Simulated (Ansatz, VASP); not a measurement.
# Two plane-wave programs on Te

```xyz
2
Lattice="0.0000 3.7667 3.7667 3.7667 0.0000 3.7667 3.7667 3.7667 0.0000" Properties=species:S:1:pos:R:3 pbc="T T T"
Te    0.9417    0.9417    0.9417
Te    6.5918    6.5918    6.5918
```

Alike in both runs: task single point; functional revPBE; k mesh 9 × 9 × 9; occupations fermi-dirac, width 0.1 eV; no spin polarisation.

|  | VASP | Ansatz |
| --- | --- | --- |
| version | VASP 6.6.1 | Ansatz 0.2.0 |
| potentials or method | VASP PAW PBE potentials, release 64 (Te), cutoff 520 eV | plane waves (420 eV) with PAW, scalar-relativistic |
| valence electrons in the cell | 12 | 32 |

Ansatz gave:

- pressure (GPa): -2.1

Problem. Which values does VASP return?

Solution. Pressure (GPa): -2.2.

VASP's potentials were made for PBE, not for revPBE. VASP's potentials hold 12 valence electrons a cell and Ansatz's 32, so a difference there can come from the potentials and not from the codes.

Spin-orbit coupling is off throughout.
